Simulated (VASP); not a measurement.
# MnO2 (Pnnm) in VASP: notebook, part 2 of 2

VASP 6.6.1. Earlier steps stand in the parts before.

## Step 3: Single point, PBE, collinear spin, ferromagnetic start

This run uses another cell than the first one, of 9.22 Å³/atom.

INCAR reads:

```
SYSTEM = MnO2
  PREC = Accurate
  ENCUT = 520
  EDIFF = 1E-6
  ISMEAR = 0
  SIGMA = 0.01
  LREAL = .FALSE.
  LASPH = .TRUE.
  NELM = 150
  ALGO = Normal
  ISIF = 2
  LWAVE = .FALSE.
  LCHARG = .FALSE.
  ISPIN = 2
  MAGMOM = 2.62 2.62 0 0 0 0
  LORBIT = 11
  LMAXMIX = 4
  GGA = PE
  NBANDS = 38
```

KPOINTS reads:

```
Automatic mesh
0
G
  8 8 12
  0 0 0
```

POSCAR reads:

```
MnO2
1.0
    4.3305759700      0.0000000000      0.0000000000
    0.0000000000      4.4623126700      0.0000000000
    0.0000000000      0.0000000000      2.8624768000
Mn O
2 4
Direct
    0.0000000000      0.0000000000      0.0000000000
    0.5000000000      0.5000000000      0.5000000000
    0.7860076400      0.1770373300      0.5000000000
    0.7139923600      0.6770373300      0.0000000000
    0.2860076400      0.3229626700      0.0000000000
    0.2139923600      0.8229626700      0.5000000000
```

Potentials or basis: VASP PAW PBE potentials, release 64 (Mn_pv, O).

Run with:

```sh
$ cat potpaw_PBE.64/Mn_pv/POTCAR potpaw_PBE.64/O/POTCAR > POTCAR
$ mpirun -np 1 vasp_std > vasp.out
```

OUTCAR:

```text
SYSTEM = MnO2
   PREC = Accurate
   ENCUT = 520
   EDIFF = 1E-6
   ISMEAR = 0
   LREAL = .FALSE.
   LASPH = .TRUE.
   NELM = 150
   ISIF = 2
   ISPIN = 2
   LORBIT = 11
   GGA = PE

 ion  position               nearest neighbor table
   1  0.000  0.000  0.000-   3 1.88   6 1.88   3 1.88   6 1.88   5 1.90   4 1.90
   2  0.500  0.500  0.500-   4 1.88   5 1.88   4 1.88   5 1.88   3 1.90   6 1.90
   3  0.786  0.177  0.500-   1 1.88   1 1.88   2 1.90
   4  0.714  0.677  0.000-   2 1.88   2 1.88   1 1.90
   5  0.286  0.323  0.000-   2 1.88   2 1.88   1 1.90
   6  0.214  0.823  0.500-   1 1.88   1 1.88   2 1.90

  LATTYP: Found a simple orthorhombic cell.
 ALAT       =     2.8624768000
 B/A-ratio  =     1.5128772293
 C/A-ratio  =     1.5588991568

  Lattice vectors:

 A1 = (   0.0000000000,   0.0000000000,   2.8624768000)
 A2 = (   4.3305759700,   0.0000000000,   0.0000000000)
 A3 = (   0.0000000000,   4.4623126700,   0.0000000000)

Analysis of symmetry for initial positions (statically):
=====================================================================
 Subroutine PRICEL returns:
 Original cell was already a primitive cell.

 Routine SETGRP: Setting up the symmetry group for a
 simple orthorhombic supercell.

 Subroutine GETGRP returns: Found  8 space group operations
 (whereof  4 operations were pure point group operations)
 out of a pool of  8 trial point group operations.

The static configuration has the point symmetry C_2h.
 The point group associated with its full space group is D_2h.

Analysis of symmetry for dynamics (positions and initial velocities):
=====================================================================
 Subroutine PRICEL returns:
 Original cell was already a primitive cell.

 Routine SETGRP: Setting up the symmetry group for a
 simple orthorhombic supercell.

 Subroutine GETGRP returns: Found  8 space group operations
 (whereof  4 operations were pure point group operations)
 out of a pool of  8 trial point group operations.

The dynamic configuration has the point symmetry C_2h.
 The point group associated with its full space group is D_2h.

Analysis of structural, dynamic, and magnetic symmetry:
=====================================================================
 Subroutine PRICEL returns:
 Original cell was already a primitive cell.

 Routine SETGRP: Setting up the symmetry group for a
 simple orthorhombic supercell.

 Subroutine GETGRP returns: Found  8 space group operations
 (whereof  4 operations were pure point group operations)
 out of a pool of  8 trial point group operations.

The overall configuration has the point symmetry C_2h.
 The point group associated with its full space group is D_2h.

 Subroutine INISYM returns: Found  8 space group operations
 (whereof  4 operations are pure point group operations),
 and found     1 'primitive' translations

----------------------------------------------------------------------------------------

                                     Primitive cell

  volume of cell :      55.3156

  direct lattice vectors                    reciprocal lattice vectors
     4.330575970  0.000000000  0.000000000     0.230916166  0.000000000  0.000000000
     0.000000000  4.462312670  0.000000000     0.000000000  0.224099043  0.000000000
     0.000000000  0.000000000  2.862476800     0.000000000  0.000000000  0.349347810

  length of vectors
     4.330575970  4.462312670  2.862476800     0.230916166  0.224099043  0.349347810

  position of ions in fractional coordinates (direct lattice)
[... 97 lines left out ...]
   PSTRESS=    0.0 pullay stress
   NELECT =      50.0000    total number of electrons
   NUPDOWN=      -1.0000    fix difference up-down
   EMIN   =  10.00;   EMAX   =-10.00  energy-range for DOS
   EFERMI =   0.00;   METHOD = LEGACY
   ISMEAR =     0;   SIGMA  =   0.01  broadening in eV -4-tet -1-fermi 0-gaus
   EFERMI_NEDOS =   21; number of points for ismear=-14 and -15
   IALGO  =     38    algorithm
   IMIX   =      4    mixing-type and parameters
     AMIX     =   0.40;   BMIX     =  1.00
     AMIX_MAG =   1.60;   BMIX_MAG =  1.00
  volume/ion in A,a.u.               =       9.22        62.21
  Fermi-wavevector in a.u.,A,eV,Ry     =   1.582884  2.991216 34.089672  2.505520
  Thomas-Fermi vector in A             =   2.682739
   LORBIT       =     11    0 simple, 1 ext, 2 COOP (PROOUT), +10 PAW based schemes
   GGA     = PE    functional components
   LHFCALC =     F    Hartree Fock is set to
   AEXX    =    0.0000 exact exchange contribution
   IVDW    =     0    specifies the selected vdW correction
   LEPSILON=     F    determine dielectric tensor
   LRPA    =     F    only Hartree local field effects (RPA)
 spin polarized calculation
 Gauss-broadening in eV      SIGMA  =   0.01
  energy-cutoff  :      520.00
  volume of cell :       55.32
 maximum number of plane-waves:      1512
   NGX = 17   NGY = 17   NGZ = 11

 number of electron      50.0000043 magnetization       5.9989480

 Free energy of the ion-electron system (eV)
  ---------------------------------------------------
  ext. energy  EPLUGINS =         0.00000000
  ---------------------------------------------------
  free energy    TOTEN  =       -47.69475678 eV

  energy without entropy =      -47.69475678  energy(sigma->0) =      -47.69475678

 E-fermi :   5.5076     XC(G=0): -12.0525

 val. band max:        5.4392860638   @ k =   0.5000   0.5000   0.0000
 cond. band min:       5.5778170884   @ k =   0.0000   0.0000   0.0000
 fundamental gap:      0.1385310246
 Fermi energy:         5.5076080527

 spin component 1

 k-point     1 :       0.0000    0.0000    0.0000
  band No.  band energies     occupation
      1     -45.2876      1.00000
      2     -45.2799      1.00000
      3     -45.2304      1.00000
      4     -45.2204      1.00000
      5     -45.1436      1.00000
      6     -45.1351      1.00000
[... 949 lines left out ...]
     36      17.9645      0.00000
     37      20.5550      0.00000

 [... further k-points ...]

 spin component 2

 k-point     1 :       0.0000    0.0000    0.0000
  band No.  band energies     occupation
      1     -42.3008      1.00000
      2     -42.2913      1.00000
      3     -42.2469      1.00000
      4     -42.2297      1.00000
      5     -42.1518      1.00000
      6     -42.1364      1.00000
[... 949 lines left out ...]
     36      18.6077      0.00000
     37      20.8289      0.00000

 [... further k-points ...]

 [bands above 37 left out]

------------------------ aborting loop because EDIFF is reached ----------------------------------------

  FORCE on cell =-STRESS in cart. coord.  units (eV):
  Direction    XX          YY          ZZ          XY          YZ          ZX
  --------------------------------------------------------------------------------------
  -------------------------------------------------------------------------------------
  Total        2.3923006      2.5124195      2.3369332      0.0000000      0.0000000      0.0000000
  in kB       69.2912984     72.7704570     67.6876208      0.0000000      0.0000000      0.0000000
  external PRESSURE =      69.9164587 kB  Pullay stress =       0.0000000 kB

 VOLUME and BASIS-vectors are now :
 -----------------------------------------------------------------------------
  energy-cutoff  :      520.00
  volume of cell :       55.32
      direct lattice vectors                 reciprocal lattice vectors
     4.330575970  0.000000000  0.000000000     0.230916166  0.000000000  0.000000000
     0.000000000  4.462312670  0.000000000     0.000000000  0.224099043  0.000000000
     0.000000000  0.000000000  2.862476800     0.000000000  0.000000000  0.349347810

 POSITION                                       TOTAL-FORCE (eV/Angst)
 -----------------------------------------------------------------------------------
      0.00000      0.00000      0.00000         0.000000     -0.000000      0.000000
      2.16529      2.23116      1.43124         0.000000     -0.000000      0.000000
      3.40387      0.79000      1.43124        -0.070170     -0.010647      0.000000
      3.09200      3.02115      0.00000         0.070170     -0.010647      0.000000
      1.23858      1.44116      0.00000        -0.070170      0.010647      0.000000
      0.92671      3.67232      1.43124         0.070170      0.010647      0.000000
 -----------------------------------------------------------------------------------
    total drift:                                0.000000     -0.000000     -0.000000

  FREE ENERGIE OF THE ION-ELECTRON SYSTEM (eV)
  ---------------------------------------------------
  free  energy   TOTEN  =       -47.6947567803 eV

  energy  without entropy=      -47.6947567803  energy(sigma->0) =      -47.69475678

 total charge

# of ion       s       p       d       tot
------------------------------------------
    1        0.354   6.468   4.900  11.722
    2        0.354   6.468   4.900  11.722
    3        1.570   3.465   0.000   5.035
    4        1.570   3.465   0.000   5.035
    5        1.570   3.465   0.000   5.035
    6        1.570   3.465   0.000   5.035
--------------------------------------------------
tot          6.989  26.795   9.800  43.583

 magnetization (x)

# of ion       s       p       d       tot
------------------------------------------
    1        0.018   0.030   2.661   2.709
    2        0.018   0.030   2.661   2.709
    3        0.001   0.091   0.000   0.092
    4        0.001   0.091   0.000   0.092
    5        0.001   0.091   0.000   0.092
    6        0.001   0.091   0.000   0.092
--------------------------------------------------
tot          0.042   0.421   5.322   5.785
```

Run time: 15 min. Hardware: 1 thread of Oxide Virtual Turin-like, shared host; peak memory 0.52 GiB.

Results:

```
Free energy                                           : -47.6948 eV
Pressure                                              : 7.0 GPa
Largest force                                         : 0.071 eV/Å
Band gap on the k mesh                                : 0.14 eV (least direct gap 0.20 eV)
Net moment                                            : 6.00 μB per cell
Site moments                                          : Mn +2.71; O +0.09 μB
Valence electrons inside the program's atomic spheres : Mn 11.72; O 5.04
```

Forces on the atoms (eV/Å):
```
Mn   0.000  0.000  0.000
Mn   0.000  0.000  0.000
O   -0.070 -0.011  0.000
O    0.070 -0.011  0.000
O   -0.070  0.011  0.000
O    0.070  0.011  0.000
```

Caveat: the cell stands under pressure; only a ferromagnetic start was run, and an antiferromagnetic order may lie lower in energy.
